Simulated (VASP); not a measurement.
# InSb (CsCl type) (Pm-3m) in VASP: notebook

Runs on InSb (CsCl type). Level: PBE. Tasks: single point, relaxation of cell and atoms.

Program: VASP 6.6.1. These are calculated values, not measurements. Logs are shortened: lines on timing, memory, paths and dates and some standing lists are left out, and cuts for length are marked.

## (1) The cell of the first run

Symmetry: Pm-3m, No. 221, cubic system. The conventional cell has a = 3.237 Å, b = 3.237 Å, c = 3.237 Å, α = 90.00°, β = 90.00°, γ = 90.00°. In (site symmetry m-3m) has 8 Sb at 2.80 Å and 6 In at 3.24 Å within 3.7 Å. Sb (site symmetry m-3m) has 8 In at 2.80 Å and 6 Sb at 3.24 Å within 3.7 Å.

## (2) Single point, PBE

File INCAR:

```
  PREC = Accurate
  ENCUT = 520
  EDIFF = 1E-7
  ISMEAR = -1
  SIGMA = 0.1
  LREAL = False
  LASPH = True
  NELM = 60
  ALGO = Normal
  ISIF = 2
  LWAVE = False
  LCHARG = False
  GGA = PE
  NBANDS = 16
```

File KPOINTS:

```
regular mesh
0
Gamma
  13 13 13
```

File POSCAR:

```
InSb
1.0
    3.2374595647      0.0000000000      0.0000000000
    0.0000000000      3.2374595647      0.0000000000
    0.0000000000      0.0000000000      3.2374595647
In Sb
1 1
Direct
    0.0000000000      0.0000000000      0.0000000000
    0.5000000000      0.5000000000      0.5000000000
```

Potentials or basis: VASP PAW PBE potentials, release 64 (In_d, Sb).

The run is started by

```console
$ cat potpaw_PBE.64/In_d/POTCAR potpaw_PBE.64/Sb/POTCAR > POTCAR
$ mpirun -np 1 vasp_std > vasp.out
```

OUTCAR:

```text
PREC = Accurate
   ENCUT = 520
   EDIFF = 1E-7
   ISMEAR = -1
   LREAL = False
   LASPH = True
   NELM = 60
   ISIF = 2
   GGA = PE

 ion  position               nearest neighbor table
   1  0.000  0.000  0.000-   2 2.80   2 2.80   2 2.80   2 2.80   2 2.80   2 2.80   2 2.80   2 2.80

   2  0.500  0.500  0.500-   1 2.80   1 2.80   1 2.80   1 2.80   1 2.80   1 2.80   1 2.80   1 2.80

  LATTYP: Found a simple cubic cell.
 ALAT       =     3.2374595647

  Lattice vectors:

 A1 = (   3.2374595647,   0.0000000000,   0.0000000000)
 A2 = (   0.0000000000,   3.2374595647,   0.0000000000)
 A3 = (   0.0000000000,   0.0000000000,   3.2374595647)

Analysis of symmetry for initial positions (statically):
=====================================================================
 Subroutine PRICEL returns:
 Original cell was already a primitive cell.

 Routine SETGRP: Setting up the symmetry group for a
 simple cubic supercell.

 Subroutine GETGRP returns: Found 48 space group operations
 (whereof 48 operations were pure point group operations)
 out of a pool of 48 trial point group operations.

The static configuration has the point symmetry O_h .

Analysis of symmetry for dynamics (positions and initial velocities):
=====================================================================
 Subroutine PRICEL returns:
 Original cell was already a primitive cell.

 Routine SETGRP: Setting up the symmetry group for a
 simple cubic supercell.

 Subroutine GETGRP returns: Found 48 space group operations
 (whereof 48 operations were pure point group operations)
 out of a pool of 48 trial point group operations.

The dynamic configuration has the point symmetry O_h .

 Subroutine INISYM returns: Found 48 space group operations
 (whereof 48 operations are pure point group operations),
 and found     1 'primitive' translations

----------------------------------------------------------------------------------------

                                     Primitive cell

  volume of cell :      33.9323

  direct lattice vectors                    reciprocal lattice vectors
     3.237459565  0.000000000  0.000000000     0.308884167  0.000000000  0.000000000
     0.000000000  3.237459565  0.000000000     0.000000000  0.308884167  0.000000000
[... 70 lines left out ...]
   dimension x,y,z NGX =    24 NGY =   24 NGZ =   24
   dimension x,y,z NGXF=    48 NGYF=   48 NGZF=   48
   ions per type =               1   1
   NGX,Y,Z   is equivalent  to a cutoff of  12.32, 12.32, 12.32 a.u.
   NGXF,Y,Z  is equivalent  to a cutoff of  24.65, 24.65, 24.65 a.u.
 SYSTEM =  unknown system
   PREC   = accura    normal or accurate (medium, high low for compatibility)
   ISTART =      0    job   : 0-new  1-cont  2-samecut
   ICHARG =      2    charge: 1-file 2-atom 10-const
   ISPIN  =      1    spin polarized calculation?
   LNONCOLLINEAR =      F non collinear calculations
   LSORBIT =      F    spin-orbit coupling
   LASPH  =      T    aspherical Exc in radial PAW
   ENCUT  =  520.0 eV  38.22 Ry    6.18 a.u.   6.02  6.02  6.02*2*pi/ulx,y,z
   NELM   =     60;   NELMIN=  2; NELMDL= -5     # of ELM steps
   EDIFF  = 0.1E-06   stopping-criterion for ELM
   LREAL  =      F    real-space projection
   EDIFFG = 0.1E-05   stopping-criterion for IOM
   NSW    =      0    number of steps for IOM
   IBRION =     -1    ionic relax: 0-MD 1-quasi-New 2-CG
   NFREE  =      0    steps in history (QN), initial steepest desc. (CG)
   ISIF   =      2    stress and relaxation
   ISYM   =      2    0-nonsym 1-usesym 2-fastsym
   POTIM  = 0.5000    time-step for ionic-motion
   TEBEG  =    0.0;   TEEND  =   0.0 temperature during run
   PSTRESS=    0.0 pullay stress
   NELECT =      18.0000    total number of electrons
   NUPDOWN=      -1.0000    fix difference up-down
   EMIN   =  10.00;   EMAX   =-10.00  energy-range for DOS
   EFERMI =   0.00;   METHOD = LEGACY
   ISMEAR =    -1;   SIGMA  =   0.10  broadening in eV -4-tet -1-fermi 0-gaus
   EFERMI_NEDOS =   21; number of points for ismear=-14 and -15
   IALGO  =     38    algorithm
   IMIX   =      4    mixing-type and parameters
     AMIX     =   0.40;   BMIX     =  1.00
     AMIX_MAG =   1.60;   BMIX_MAG =  1.00
  volume/ion in A,a.u.               =      16.97       114.49
  Fermi-wavevector in a.u.,A,eV,Ry     =   1.325240  2.504341 23.895395  1.756262
  Thomas-Fermi vector in A             =   2.454716
   LORBIT       =      0    0 simple, 1 ext, 2 COOP (PROOUT), +10 PAW based schemes
   GGA     = PE    functional components
[... 5 lines left out ...]
 non-spin polarized calculation
  energy-cutoff  :      520.00
  volume of cell :       33.93
 maximum number of plane-waves:       929
   NGX = 13   NGY = 13   NGZ = 13

 number of electron      17.9999992 magnetization

 Free energy of the ion-electron system (eV)
  ---------------------------------------------------
  ext. energy  EPLUGINS =         0.00000000
  ---------------------------------------------------
  free energy    TOTEN  =        -3.52904018 eV

  energy without entropy =       -3.50594924  energy(sigma->0) =       -3.51749471

 E-fermi :  14.8117     XC(G=0): -12.4415

 val. band max:       14.7198999779   @ k =   0.4615   0.2308   0.1538
 cond. band min:      14.8868660650   @ k =   0.3846   0.3846   0.3846
 fundamental gap:      0.1669660871
 Fermi energy:        14.8116675729

 k-point     1 :       0.0000    0.0000    0.0000
  band No.  band energies     occupation
      1      -0.8532      2.00000
      2      -0.8471      2.00000
      3      -0.8471      2.00000
      4      -0.3745      2.00000
      5      -0.3745      2.00000
      6      -0.3745      2.00000
[... 433 lines left out ...]
      3      -0.5302      2.00000
      4      -0.4768      2.00000
      5      -0.3356      2.00000
      6       3.1293      2.00000
[... 8 lines left out ...]
     15      25.6684      0.00000
     16      27.7044      0.00000

 [... further k-points ...]
[... 5 lines left out ...]
  --------------------------------------------------------------------------------------
  -------------------------------------------------------------------------------------
  Total       15.5268649     15.5268649     15.5268649      0.0000000     -0.0000000      0.0000000
  in kB      733.1305181    733.1305181    733.1305181      0.0000000     -0.0000000      0.0000000
  external PRESSURE =     733.1305181 kB  Pullay stress =       0.0000000 kB

 VOLUME and BASIS-vectors are now :
 -----------------------------------------------------------------------------
  energy-cutoff  :      520.00
  volume of cell :       33.93
      direct lattice vectors                 reciprocal lattice vectors
     3.237459565  0.000000000  0.000000000     0.308884167  0.000000000  0.000000000
     0.000000000  3.237459565  0.000000000     0.000000000  0.308884167  0.000000000
     0.000000000  0.000000000  3.237459565     0.000000000  0.000000000  0.308884167

 POSITION                                       TOTAL-FORCE (eV/Angst)
 -----------------------------------------------------------------------------------
      0.00000      0.00000      0.00000         0.000000      0.000000      0.000000
      1.61873      1.61873      1.61873         0.000000      0.000000      0.000000
 -----------------------------------------------------------------------------------
    total drift:                                0.000000      0.000000      0.000000

  FREE ENERGIE OF THE ION-ELECTRON SYSTEM (eV)
  ---------------------------------------------------
  free  energy   TOTEN  =        -3.5290401794 eV

  energy  without entropy=       -3.5059492358  energy(sigma->0) =       -3.51749471
```

stdout:

```text
POSCAR found type information on POSCAR InSb
 POSCAR found :  2 types and       2 ions
 scaLAPACK will be used
 LDA part: xc-table for (Slater+PW92), standard interpolation
 POSCAR, INCAR and KPOINTS ok, starting setup
 FFT: planning ... GRIDC
 FFT: planning ... GRID_SOFT
 FFT: planning ... GRID
 WAVECAR not read
 entering main loop
```

Wall time 12 s (1 thread of Intel Xeon 6975P-C (Granite Rapids), shared host); peak memory 0.17 GiB.

Results:

```yaml
Free_energy: -3.5290 eV
Pressure: 73.3 GPa
Band_gap_on_the_k_mesh: zero (band 9 reaches 17.14 eV, above the bottom of band 10 at 12.19 eV)
```

Caveat: spin-orbit coupling is left out, which moves the levels of the heavy elements.

## (3) Relaxation of cell and atoms, PBE, target pressure 73 GPa, at which the enthalpy is minimised

File INCAR:

```
SYSTEM = InSb
  PREC = Accurate
  ENCUT = 600
  EDIFF = 1E-6
  ISMEAR = -1
  SIGMA = 0.1
  LREAL = .False.
  LASPH = .True.
  NELM = 80
  ALGO = Normal
  ISIF = 3
  LWAVE = .False.
  LCHARG = .False.
  GGA = PE
  IBRION = 2
  NSW = 32
  EDIFFG = -0.005
  PSTRESS = 730.0
```

File KPOINTS:

```
regular mesh
0
Gamma
  13 13 13
  0 0 0
```

POSCAR is that of step 2.

Potentials or basis: VASP PAW PBE potentials, release 64 (In_d, Sb).

The run is started by

```console
$ cat potpaw_PBE.64/In_d/POTCAR potpaw_PBE.64/Sb/POTCAR > POTCAR
$ mpirun -np 1 vasp_std > vasp.out
```

Wall time 35 s (1 thread of Intel Xeon 6975P-C (Granite Rapids), shared host); peak memory 0.19 GiB.

It converged, with:

```
Free energy                                            : -3.5442 eV
Relaxed volume                                         : 16.98 Å³/atom
Relaxed cell                                           : a = 3.238 Å, b = 3.238 Å, c = 3.238 Å, α = 90.00°, β = 90.00°, γ = 90.00°
Space group after relaxing (to 0.05 Å)                 : Pm-3m (No. 221)
Energy change on relaxing (the enthalpy is what falls) : -7.5 meV/atom
Ionic steps                                            : 3
Pressure after relaxing                                : 73.0 GPa
```

Step by step:
```csv
step,energy change (eV),largest force (eV/Å),pressure (GPa),volume (Å³)
1,0.0000,0.0000,73.33,33.93
2,-0.0768,0.0000,71.72,34.10
3,-0.0149,0.0000,73.01,33.96
```

Final structure:
```
CELL_PARAMETERS angstrom
3.23850 0.00000 0.00000
0.00000 3.23850 0.00000
0.00000 0.00000 3.23850
ATOMIC_POSITIONS crystal
In 0.00000 0.00000 0.00000
Sb 0.50000 0.50000 0.50000
```

Levels at points of the mesh, in eV from the Fermi level:
```csv
k point,band 5,band 6,band 7,band 8,band 9,band 10,band 11,band 12,band 13
"(0.00, 0.00, 0.00)",-15.18,-15.18,-1.37,-1.37,-1.37,1.25,4.01,4.01,12.85
```

Caveat: the cell is relaxed towards a set pressure, so the enthalpy falls and the energy may rise; the bands computed are all filled at some k points, so no gap is given; spin-orbit coupling is left out, which moves the levels of the heavy elements.
